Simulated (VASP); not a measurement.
# GaN (Fm-3m) in VASP: a series of runs, part 2 of 3

VASP 6.6.1.

## (3) Electric field gradients, PBEsol (volume scaled by 0.94)

File INCAR:

```
SYSTEM = GaN
  PREC = Accurate
  ENCUT = 520
  EDIFF = 1E-8
  ISMEAR = -1
  SIGMA = 0.02
  LREAL = .FALSE.
  LASPH = .TRUE.
  NELM = 60
  ALGO = Normal
  ISIF = 2
  LWAVE = .FALSE.
  LCHARG = .FALSE.
  GGA = PS
  LEFG = .TRUE.
  NBANDS = 16
```

File KPOINTS:

```
regular mesh
0
G
  10 10 10
  0 0 0
```

File POSCAR:

```
GaN
1.0
    0.0000000000      1.9518253216      1.9518253216
    1.9518253216      0.0000000000      1.9518253216
    1.9518253216      1.9518253216      0.0000000000
Ga N
1 1
Direct
    0.5000000000      0.5000000000      0.5000000000
    0.0000000000      0.0000000000      0.0000000000
```

Potentials or basis: VASP PAW PBE potentials, release 64 (Ga_d, N).

Run with:

```sh
cat potpaw_PBE.64/Ga_d/POTCAR potpaw_PBE.64/N/POTCAR > POTCAR
mpirun -np 1 vasp_std > vasp.out
```

OUTCAR:

```text
SYSTEM = GaN
   PREC = Accurate
   ENCUT = 520
   EDIFF = 1E-8
   ISMEAR = -1
   LREAL = .FALSE.
   LASPH = .TRUE.
   NELM = 60
   ISIF = 2
   GGA = PS

 ion  position               nearest neighbor table
   1  0.500  0.500  0.500-   2 1.95   2 1.95   2 1.95   2 1.95   2 1.95   2 1.95
   2  0.000  0.000  0.000-   1 1.95   1 1.95   1 1.95   1 1.95   1 1.95   1 1.95

  LATTYP: Found a face centered cubic cell.
 ALAT       =     3.9036506432

  Lattice vectors:

 A1 = (   0.0000000000,   1.9518253216,   1.9518253216)
 A2 = (   1.9518253216,   0.0000000000,   1.9518253216)
 A3 = (   1.9518253216,   1.9518253216,   0.0000000000)

Analysis of symmetry for initial positions (statically):
=====================================================================
 Subroutine PRICEL returns:
 Original cell was already a primitive cell.

 Routine SETGRP: Setting up the symmetry group for a
 face centered cubic supercell.

 Subroutine GETGRP returns: Found 48 space group operations
 (whereof 48 operations were pure point group operations)
 out of a pool of 48 trial point group operations.

The static configuration has the point symmetry O_h .

Analysis of symmetry for dynamics (positions and initial velocities):
=====================================================================
 Subroutine PRICEL returns:
 Original cell was already a primitive cell.

 Routine SETGRP: Setting up the symmetry group for a
 face centered cubic supercell.

 Subroutine GETGRP returns: Found 48 space group operations
 (whereof 48 operations were pure point group operations)
 out of a pool of 48 trial point group operations.

The dynamic configuration has the point symmetry O_h .

 Subroutine INISYM returns: Found 48 space group operations
 (whereof 48 operations are pure point group operations),
 and found     1 'primitive' translations

----------------------------------------------------------------------------------------

                                     Primitive cell

  volume of cell :      14.8714

  direct lattice vectors                    reciprocal lattice vectors
     0.000000000  1.951825322  1.951825322    -0.256170465  0.256170465  0.256170465
     1.951825322  0.000000000  1.951825322     0.256170465 -0.256170465  0.256170465
     1.951825322  1.951825322  0.000000000     0.256170465  0.256170465 -0.256170465

  length of vectors
     2.760297841  2.760297841  2.760297841     0.443700261  0.443700261  0.443700261

  position of ions in fractional coordinates (direct lattice)
     0.500000000  0.500000000  0.500000000
     0.000000000  0.000000000  0.000000000

  ion indices of the primitive-cell ions
   primitive index   ion index
                 1           1
                 2           2

----------------------------------------------------------------------------------------

 KPOINTS: regular mesh

Automatic generation of k-mesh.
 Grid dimensions read from file:
[... 71 lines left out ...]
   ISIF   =      2    stress and relaxation
   ISYM   =      2    0-nonsym 1-usesym 2-fastsym
   POTIM  = 0.5000    time-step for ionic-motion
   TEBEG  =    0.0;   TEEND  =   0.0 temperature during run
   PSTRESS=    0.0 pullay stress
   NELECT =      18.0000    total number of electrons
   NUPDOWN=      -1.0000    fix difference up-down
   EMIN   =  10.00;   EMAX   =-10.00  energy-range for DOS
   EFERMI =   0.00;   METHOD = LEGACY
   ISMEAR =    -1;   SIGMA  =   0.02  broadening in eV -4-tet -1-fermi 0-gaus
   EFERMI_NEDOS =   21; number of points for ismear=-14 and -15
   IALGO  =     38    algorithm
   IMIX   =      4    mixing-type and parameters
     AMIX     =   0.40;   BMIX     =  1.00
     AMIX_MAG =   1.60;   BMIX_MAG =  1.00
  volume/ion in A,a.u.               =       7.44        50.18
  Fermi-wavevector in a.u.,A,eV,Ry     =   1.744676  3.296959 41.414684  3.043893
  Thomas-Fermi vector in A             =   2.816510
   LORBIT       =      0    0 simple, 1 ext, 2 COOP (PROOUT), +10 PAW based schemes
   GGA     = PS    functional components
   LHFCALC =     F    Hartree Fock is set to
   AEXX    =    0.0000 exact exchange contribution
   IVDW    =     0    specifies the selected vdW correction
   LEPSILON=     F    determine dielectric tensor
   LRPA    =     F    only Hartree local field effects (RPA)
 non-spin polarized calculation
  energy-cutoff  :      520.00
  volume of cell :       14.87
 maximum number of plane-waves:       411
 NGX is ok and might be reduce to    24
   NGX = 11   NGY = 11   NGZ = 11

 number of electron      18.0000001 magnetization

 Free energy of the ion-electron system (eV)
  ---------------------------------------------------
  ext. energy  EPLUGINS =         0.00000000
  ---------------------------------------------------
  free energy    TOTEN  =       -11.33513264 eV

  energy without entropy =      -11.33513264  energy(sigma->0) =      -11.33513264

 E-fermi :  11.5306     XC(G=0): -14.7140

 val. band max:       11.1330760678   @ k =  -0.2000   0.2000   0.0000
 cond. band min:      13.3173156616   @ k =   0.5000   0.5000   0.0000
 fundamental gap:      2.1842395938
 Fermi energy:        11.5305523652

 k-point     1 :       0.0000    0.0000    0.0000
  band No.  band energies     occupation
      1      -8.9135      2.00000
      2      -2.8770      2.00000
      3      -2.8770      2.00000
      4      -2.8770      2.00000
      5      -2.6957      2.00000
      6      -2.6957      2.00000
[... 433 lines left out ...]
      3      -2.6432      2.00000
      4      -2.6425      2.00000
      5      -2.4304      2.00000
      6      -2.0181      2.00000
[... 8 lines left out ...]
     15      39.2337      0.00000
     16      41.3774      0.00000

 [... further k-points ...]

------------------------ aborting loop because EDIFF is reached ----------------------------------------

  FORCE on cell =-STRESS in cart. coord.  units (eV):
  Direction    XX          YY          ZZ          XY          YZ          ZX
  --------------------------------------------------------------------------------------
  -------------------------------------------------------------------------------------
  Total        8.5879185      8.5879185      8.5879185     -0.0000000     -0.0000000      0.0000000
  in kB      925.2213739    925.2213739    925.2213739     -0.0000000     -0.0000000      0.0000000
  external PRESSURE =     925.2213739 kB  Pullay stress =       0.0000000 kB

 VOLUME and BASIS-vectors are now :
 -----------------------------------------------------------------------------
  energy-cutoff  :      520.00
  volume of cell :       14.87
      direct lattice vectors                 reciprocal lattice vectors
     0.000000000  1.951825322  1.951825322    -0.256170465  0.256170465  0.256170465
     1.951825322  0.000000000  1.951825322     0.256170465 -0.256170465  0.256170465
     1.951825322  1.951825322  0.000000000     0.256170465  0.256170465 -0.256170465

 POSITION                                       TOTAL-FORCE (eV/Angst)
 -----------------------------------------------------------------------------------
      1.95183      1.95183      1.95183         0.000000     -0.000000      0.000000
      0.00000      0.00000      0.00000        -0.000000      0.000000     -0.000000
 -----------------------------------------------------------------------------------
    total drift:                                0.000000     -0.000000      0.000000

  FREE ENERGIE OF THE ION-ELECTRON SYSTEM (eV)
  ---------------------------------------------------
  free  energy   TOTEN  =       -11.3351326414 eV

  energy  without entropy=      -11.3351326414  energy(sigma->0) =      -11.33513264

 Electric field gradients (V/A^2)
---------------------------------------------------------------------
 ion       V_xx      V_yy      V_zz      V_xy      V_xz      V_yz
---------------------------------------------------------------------
   1       0.000    -0.000     0.000    -0.001    -0.001    -0.001
   2      -0.000    -0.000     0.000     0.000     0.000     0.000
---------------------------------------------------------------------

 Electric field gradients after diagonalization (V/A^2)
 (convention: |V_zz| > |V_xx| > |V_yy|)
----------------------------------------------------------------------
 ion       V_xx      V_yy      V_zz     asymmetry (V_yy - V_xx)/ V_zz
----------------------------------------------------------------------
   1       0.001     0.001    -0.002       0.000
   2      -0.000    -0.000     0.001       0.000
----------------------------------------------------------------------

           NMR quadrupolar parameters

 Cq : quadrupolar parameter    Cq=e*Q*V_zz/h
 eta: asymmetry parameters     (V_yy - V_xx)/ V_zz
 Q  : nuclear electric quadrupole moment in mb (millibarn)
----------------------------------------------------------------------
 ion       Cq(MHz)       eta       Q (mb)
----------------------------------------------------------------------
   1      -0.000       0.000       1.000
   2       0.000       0.000       1.000
----------------------------------------------------------------------
```

OSZICAR:

```text
N       E                     dE             d eps       ncg     rms          rms(c)
DAV:   1     0.751209064050E+02    0.75121E+02   -0.88015E+03  1648   0.229E+03
DAV:   2    -0.929211248533E+01   -0.84413E+02   -0.78864E+02  1720   0.335E+02
DAV:   3    -0.133314358592E+02   -0.40393E+01   -0.40259E+01  1656   0.629E+01
DAV:   4    -0.133634337622E+02   -0.31998E-01   -0.31996E-01  1936   0.569E+00
DAV:   5    -0.133637124743E+02   -0.27871E-03   -0.27871E-03  1744   0.500E-01    0.781E+00
DAV:   6    -0.114139420439E+02    0.19498E+01   -0.34916E+00  2256   0.500E+01    0.263E+00
DAV:   7    -0.113622202916E+02    0.51722E-01   -0.34711E-01  1704   0.553E+00    0.169E+00
DAV:   8    -0.113370821828E+02    0.25138E-01   -0.25338E-02  2040   0.310E+00    0.343E-01
DAV:   9    -0.113351816313E+02    0.19006E-02   -0.59679E-03  2016   0.273E+00    0.704E-02
DAV:  10    -0.113351318635E+02    0.49768E-04   -0.36587E-04  1672   0.235E-01    0.230E-02
DAV:  11    -0.113351348706E+02   -0.30071E-05   -0.55066E-05  2008   0.111E-01    0.233E-02
DAV:  12    -0.113351326133E+02    0.22573E-05   -0.50710E-06  1856   0.319E-02    0.626E-03
DAV:  13    -0.113351326198E+02   -0.65183E-08   -0.30660E-07  1920   0.593E-03    0.235E-03
DAV:  14    -0.113351326348E+02   -0.15020E-07   -0.47529E-09  1264   0.104E-03    0.768E-04
DAV:  15    -0.113351326414E+02   -0.65775E-08   -0.27829E-09   944   0.486E-04
   1 F= -.11335133E+02 E0= -.11335133E+02  d E =-.380711E-10
```

Wall time 9.7 s (1 thread of Intel Xeon Platinum 8488C (Sapphire Rapids), shared host); peak memory 0.14 GiB.

What came out:

| Item | Value |
| --- | --- |
| Free energy | -11.3351 eV |
| Pressure | 92.5 GPa |
| Band gap on the k mesh | 2.18 eV, indirect (least direct gap 5.75 eV) |

Levels at points of the mesh, in eV from the valence-band top:
| k point | band 5 | band 6 | band 7 | band 8 | band 9 | band 10 | band 11 | band 12 | band 13 | band 14 |
| --- | --- | --- | --- | --- | --- | --- | --- | --- | --- | --- |
| (0.00, 0.00, 0.00) | -13.83 | -13.83 | -0.87 | -0.87 | -0.87 | 5.33 | 16.10 | 16.10 | 16.10 | 16.62 |
| (0.50, 0.00, 0.00) | -13.57 | -13.57 | -9.50 | -0.11 | -0.11 | 5.63 | 10.40 | 10.40 | 12.85 | 18.69 |
| (0.50, 0.50, 0.00) | -13.47 | -10.25 | -9.29 | -4.11 | -4.11 | 2.18 | 7.97 | 14.39 | 17.77 | 17.77 |

Caveat: without QUAD_EFG the Cq values of the log hold for a quadrupole moment of 1 mb, not for the nuclei; the PAW data sets were made with another functional, which shifts forces and pressure a little. A k mesh can miss the band edges.

(Part 2 of 3 ends here.)
